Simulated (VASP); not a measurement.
Input of a VASP 6.6.1 run:

The input INCAR:

```
SYSTEM = CaO
  PREC = Accurate
  ENCUT = 520
  EDIFF = 1E-6
  ISMEAR = 0
  SIGMA = 0.01
  LREAL = .FALSE.
  LASPH = .TRUE.
  NELM = 80
  ALGO = Normal
  ISIF = 2
  LWAVE = .FALSE.
  LCHARG = .TRUE.
  LELF = .TRUE.
  LVHAR = .TRUE.
  NBANDS = 15
```

KPOINTS

```
Automatic mesh
0
G
  4 4 4
  0 0 0
```

Contents of POSCAR:

```
CaO
1.0
    2.9032089683      0.0000000000      0.0000000000
    0.0000000000      2.9032089683      0.0000000000
    0.0000000000      0.0000000000      2.9032089683
Ca O
1 1
Direct
    0.0000000000      0.0000000000      0.0000000000
    0.5000000000      0.5000000000      0.5000000000
```

Potentials or basis: VASP PAW LDA potentials, release 64 (Ca_sv, O).

Command:

```sh
$ cat potpaw_LDA.64/Ca_sv/POTCAR potpaw_LDA.64/O/POTCAR > POTCAR
$ mpirun -np 1 vasp_std > vasp.out
```

Predict the band gap on the k mesh.

2.57 eV (least direct gap 2.87 eV).

Estimate the pressure.

-5.9 GPa.

Caveat: the k points lie up to 0.54 Å⁻¹ apart; the structure was generated, so it needn't be the stable form of CaO. A k mesh can miss the band edges.
